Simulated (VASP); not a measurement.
# SiC3 in VASP: notebook, part 2 of 2

VASP 6.6.1.

## Step 4: Single point, PBEsol

This run uses another cell than the first one, of 8.12 Å³/atom.

Input file INCAR:

```
SYSTEM = SiC3
ALGO = Normal
EDIFF = 1E-6
ENCUT = 520
GGA = PS
ISIF = 2
ISMEAR = 0
ISYM = 0
LASPH = .True.
LCHARG = .False.
LREAL = Auto
LWAVE = .False.
NBANDS = 66
NELM = 60
PREC = Accurate
SIGMA = 0.1
```

Input file KPOINTS:

```
k-points
0
Gamma
  4 4 3
  0 0 0
```

Input file POSCAR:

```
SiC3
1.0
   -4.0043922198     -4.0542024784      0.0109562399
   -0.0108854705      4.0541313965      4.0043541478
   -3.9912501584      4.0519543496     -3.9913518356
C Si
18 6
Direct
    0.4917584764      0.0064278885      0.0090881643
    0.0143329228      0.0272874750      0.0168983682
    0.8471437467      0.1840700557      0.6824858035
    0.6414222774      0.3034685422      0.3238964807
    0.4709792446      0.4839207908      0.0169088400
    0.0119764697      0.4863230106      0.9841861293
    0.3142411785      0.6511844944      0.6824897145
    0.6624754648      0.8357519305      0.2994281465
    0.1947964548      0.8568236657      0.3239028671
    0.3283755453      0.1698913021      0.9508718175
    0.8383548615      0.1795333712      0.9187773295
    0.6677790281      0.2974289422      0.5596231440
    0.1519923283      0.3463373570      0.6258242519
    0.5095440324      0.5105820557      0.2441025682
    0.3187760149      0.6600054511      0.9187870898
    0.2008788123      0.8305299206      0.5596352213
    0.4965623149      0.0016709597      0.2300480737
    0.9876669943      0.9887095079      0.2441031227
    0.3349374855      0.1633759806      0.6833960887
    0.1808497394      0.3174190549      0.3627465258
    0.8558594630      0.6424544456      0.6257292785
    0.9880648258      0.5101811245      0.2403883827
    0.8269158915      0.6713426639      0.9303213510
    0.6491239406      0.8491730652      0.5662237885
```

Potentials or basis: VASP PAW PBE potentials, release 64 (C, Si).

Command:

```console
$ cat potpaw_PBE.64/C/POTCAR potpaw_PBE.64/Si/POTCAR > POTCAR
$ mpirun -np 1 vasp_std > vasp.out
```

OUTCAR:

```text
SYSTEM = SiC3
   EDIFF = 1E-6
   ENCUT = 520
   GGA = PS
   ISIF = 2
   ISMEAR = 0
   ISYM = 0
   LASPH = .True.
   LREAL = Auto
   NELM = 60
   PREC = Accurate

 ion  position               nearest neighbor table
   1  0.492  0.006  0.009-  17 1.54  10 1.66  15 1.82  11 1.82
   2  0.014  0.027  0.017-  18 1.59  10 1.62  11 1.75  23 1.86
   3  0.847  0.184  0.682-  13 1.56  11 1.64  12 1.68  24 1.85
   4  0.641  0.303  0.324-  17 1.63  12 1.64  14 1.77  22 1.82
   5  0.471  0.484  0.017-  14 1.59  10 1.62  15 1.75  23 1.86
   6  0.012  0.486  0.984-  11 1.58  15 1.58  22 1.80  23 1.86
[... 1737 lines left out ...]
  Total        0.6200341      0.5039008      0.6151197      0.0491050      0.0498618      0.0059934
  in kB        5.0965047      4.1419220      5.0561098      0.4036294      0.4098498      0.0492644
  external PRESSURE =       4.7648455 kB  Pullay stress =       0.0000000 kB

 VOLUME and BASIS-vectors are now :
 -----------------------------------------------------------------------------
  energy-cutoff  :      520.00
  volume of cell :      194.92
      direct lattice vectors                 reciprocal lattice vectors
    -4.004392220 -4.054202478  0.010956240    -0.166258603 -0.082217970  0.082788045
    -0.010885470  4.054131396  4.004354148    -0.082790144  0.082222282  0.166258735
    -3.991250158  4.051954350 -3.991351836    -0.083516222  0.082264443 -0.083514085

 POSITION                                       TOTAL-FORCE (eV/Angst)
 -----------------------------------------------------------------------------------
     -2.00554     -1.93080     -0.00515         0.025231     -0.028543      0.028853
     -0.12514      0.12099      0.04198         0.020362      0.019217      0.017269
     -6.11827      0.07715     -1.97768         0.035396      0.018648     -0.010708
     -3.86456     -0.05774     -0.07056         0.004476      0.026660      0.017798
     -1.95874      0.12095      1.87546         0.015718      0.021927      0.022934
     -3.98139      5.91094     -1.98069        -0.006399     -0.005400     -0.000309
[... 16 lines left out ...]
     -7.03175      3.13885     -1.01589        -0.001009      0.005566     -0.001500
     -4.86853      3.10529      1.14750        -0.003063      0.021017     -0.000611
 -----------------------------------------------------------------------------------
    total drift:                               -0.006990      0.036097     -0.002852

  FREE ENERGIE OF THE ION-ELECTRON SYSTEM (eV)
  ---------------------------------------------------
  free  energy   TOTEN  =      -191.4576420194 eV

  energy  without entropy=     -191.4576419497  energy(sigma->0) =     -191.45764198
```

OSZICAR:

```text
N       E                     dE             d eps       ncg     rms          rms(c)
DAV:   1     0.277168001304E+03    0.27717E+03   -0.46686E+04  3432   0.136E+03
DAV:   2    -0.171419687121E+03   -0.44859E+03   -0.42110E+03  4178   0.245E+02
DAV:   3    -0.200255722447E+03   -0.28836E+02   -0.28373E+02  4400   0.574E+01
DAV:   4    -0.200903028124E+03   -0.64731E+00   -0.64406E+00  4400   0.883E+00
DAV:   5    -0.200920198484E+03   -0.17170E-01   -0.17145E-01  4312   0.140E+00    0.231E+01
DAV:   6    -0.192916879635E+03    0.80033E+01   -0.12983E+01  4112   0.126E+01    0.126E+01
DAV:   7    -0.191551908871E+03    0.13650E+01   -0.51707E+00  4392   0.785E+00    0.438E+00
DAV:   8    -0.191458852083E+03    0.93057E-01   -0.47118E-01  4232   0.258E+00    0.133E+00
DAV:   9    -0.191458205240E+03    0.64684E-03   -0.73869E-02  4184   0.107E+00    0.393E-01
DAV:  10    -0.191457607624E+03    0.59762E-03   -0.72796E-03  4264   0.329E-01    0.139E-01
DAV:  11    -0.191457632519E+03   -0.24895E-04   -0.10065E-03  4320   0.127E-01    0.496E-02
DAV:  12    -0.191457639568E+03   -0.70495E-05   -0.11261E-04  4232   0.425E-02    0.207E-02
DAV:  13    -0.191457642085E+03   -0.25163E-05   -0.13171E-05  4176   0.140E-02    0.725E-03
DAV:  14    -0.191457642019E+03    0.65214E-07   -0.11942E-06  2536   0.516E-03
   1 F= -.19145764E+03 E0= -.19145764E+03  d E =-.696532E-07
```

stdout:

```text
POSCAR found type information on POSCAR C Si
 POSCAR found :  2 types and      24 ions
 scaLAPACK will be used
 -----------------------------------------------------------------------------
|                                                                             |
|                                                                             |
|     You enforced a specific xc type in the INCAR file but a different       |
|     I HOPE YOU KNOW WHAT YOU ARE DOING!                                     |
|                                                                             |
 -----------------------------------------------------------------------------

 LDA part: xc-table for (Slater+PW92), standard interpolation
 POSCAR, INCAR and KPOINTS ok, starting setup
 FFT: planning ... GRIDC
 FFT: planning ... GRID_SOFT
 FFT: planning ... GRID
 WAVECAR not read
 entering main loop
```

It took 11 min on 1 thread of Intel Xeon 8259CL, shared host; peak memory 0.41 GiB.

Results:

```yaml
Free_energy: -191.4576 eV
Pressure: 0.5 GPa
Largest_force: 0.048 eV/Å
Band_gap_on_the_k_mesh: 0.67 eV (least direct gap 0.75 eV)
```

Forces on the atoms (eV/Å):
```
C    0.025 -0.029  0.029
C    0.020  0.019  0.017
C    0.035  0.019 -0.011
C    0.004  0.027  0.018
C    0.016  0.022  0.023
C   -0.006 -0.005  0.000
C   -0.009  0.015  0.037
C    0.029  0.008  0.030
C    0.017  0.032  0.003
C   -0.011  0.001 -0.015
C   -0.004 -0.009 -0.033
C   -0.003 -0.024 -0.005
C   -0.006 -0.005 -0.009
C   -0.021 -0.016 -0.019
C   -0.027 -0.007 -0.013
C   -0.003 -0.021 -0.001
C   -0.022 -0.014 -0.025
C   -0.023 -0.016 -0.019
Si   0.003  0.001  0.003
Si  -0.011 -0.014 -0.011
Si  -0.012 -0.008 -0.010
Si   0.014 -0.001  0.013
Si  -0.001  0.006 -0.002
Si  -0.003  0.021 -0.001
```

Caveat: the PAW data sets were made with another functional, which shifts forces and pressure a little; an odd mesh through Γ misses points on the zone boundary, where band edges can lie.

## Step 5: Overview

| task | cell | k mesh | cutoff (eV) | gap on the mesh (eV) | pressure (GPa) | largest force (eV/Å) |
| --- | --- | --- | --- | --- | --- | --- |
| relaxation of cell and atoms | relaxed from a = 5.757, b = 5.757, c = 7.051 Å, angles 90.0, 90.0, 120.0°, 24 atoms, atomic positions A | 3 × 3 × 2, shifted | 600 | 0.87 | 0.0 | 0.03 |
| single point | a = 5.700, b = 5.700, c = 6.946 Å, angles 89.4, 90.6, 120.2°, 24 atoms, atomic positions B | 3 × 3 × 2, shifted | 520 | 0.87 | 0.4 | 0.04 |
| single point | a = 5.698, b = 5.698, c = 6.948 Å, angles 89.3, 90.7, 120.2°, 24 atoms, atomic positions B | 4 × 4 × 3 | 520 | 0.67 | 0.5 | 0.05 |

Alike in all rows: level PBEsol; potentials or basis VASP PAW PBE potentials, release 64 (C, Si); no spin polarisation; smearing gaussian 0.1 eV.

Caveats: some runs use coarse meshes; the PAW data sets were made with another functional, which shifts forces and pressure a little; a shifted mesh leaves out Γ, where band edges can lie (at least some runs); an odd mesh through Γ misses points on the zone boundary, where band edges can lie (at least some runs).

Total energies depend on the potentials used, so only differences within one code and one set of settings carry meaning.
